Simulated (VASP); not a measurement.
# Al: single point with PBEsol

The system is Al.

```
CELL_PARAMETERS angstrom
2.85748 0.00000 0.00000
-1.42874 2.47465 0.00000
0.00000 0.00000 4.61038
ATOMIC_POSITIONS crystal
Al 0.33333 0.66667 0.25000
Al 0.66667 0.33333 0.75000
```

- Program: VASP 6.6.1
- Task: single point
- Functional: PBEsol
- Potentials or basis: VASP PAW PBE potentials, release 64 (Al)
- Cutoff: 520 eV
- k mesh: 14 × 14 × 8
- Occupations: fermi-dirac, width 0.1 eV
- Spin: no spin polarisation
- Dipole correction: no
- Further INCAR settings: ALGO = Normal; EDIFF = 1e-06; NBANDS = 10

| Item | Value |
| --- | --- |
| Pressure | 0.1 GPa |
| Band gap on the k mesh | zero (band 3 reaches 12.48 eV, above the bottom of band 4 at 4.82 eV) |

Stress tensor (GPa, compression positive):
```
-0.50  0.00  0.00
 0.00 -0.50  0.00
 0.00  0.00  1.26
```

Levels at points of the mesh, in eV from the Fermi level:
| k point | band 1 | band 2 | band 3 | band 4 | band 5 | band 6 | band 7 | band 8 |
| --- | --- | --- | --- | --- | --- | --- | --- | --- |
| (0.00, 0.00, 0.00) | -11.22 | -4.58 | -4.25 | 10.45 | 10.45 | 10.87 | 10.87 | 12.27 |
| (0.50, 0.00, 0.00) | -5.41 | -5.22 | 0.61 | 1.26 | 1.49 | 1.87 | 5.49 | 7.27 |
| (0.00, 0.00, 0.50) | -9.49 | -9.49 | 3.69 | 3.69 | 11.72 | 11.72 | 11.72 | 11.72 |
| (0.50, 0.00, 0.50) | -3.98 | -3.98 | -3.26 | -3.26 | 6.97 | 6.97 | 7.61 | 7.61 |

Run time: 25 s on 1 thread of AMD EPYC 9R45 (Zen 5) (shared host), peak memory 0.12 GiB.

Caveat: the PAW data sets were made with another functional, which shifts forces and pressure a little.
